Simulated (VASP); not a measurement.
A run of VASP 6.6.1 is set up as follows.

File INCAR:

```
PREC = Accurate
ENCUT = 520
EDIFF = 1E-6
ISMEAR = 0
SIGMA = 0.15
LREAL = False
LASPH = True
NELM = 60
ALGO = Normal
ISIF = 2
LWAVE = False
LCHARG = True
GGA = PS
LELF = True
LVHAR = True
NBANDS = 18
```

Contents of KPOINTS:

```
Automatic mesh
0
Gamma
  20 20 20
```

Contents of POSCAR:

```
Si2Mo
1.0
   -1.5950350805      1.5950350805      4.0084593000
    1.5950350805     -1.5950350805      4.0084593000
    1.5950350805      1.5950350805     -4.0084593000
Si Mo
2 1
Direct
    0.3350596655      0.3350596655      0.0000000000
    0.6649403345      0.6649403345      0.0000000000
    0.0000000000      0.0000000000      0.0000000000
```

Potentials or basis: VASP PAW PBE potentials, release 64 (Si, Mo_sv).

Launch:

```sh
$ cat potpaw_PBE.64/Si/POTCAR potpaw_PBE.64/Mo_sv/POTCAR > POTCAR
$ mpirun -np 1 vasp_std > vasp.out
```

Problem. What does it give for the largest force?

Solution. 0.095 eV/Å.

Problem. Predict the band gap on the k mesh.

Solution. Zero (bands 11 and 12 overlap by 0.89 eV).

Forces on the atoms (eV/Å):
```
Si   0.000  0.000  0.095
Si   0.000  0.000 -0.095
Mo   0.000  0.000  0.000
```

Caveat: the cell differs from its parent crystal (strain +0.000 along x and y, +0.025 along z); the PAW data sets were made with another functional, which shifts forces and pressure a little.
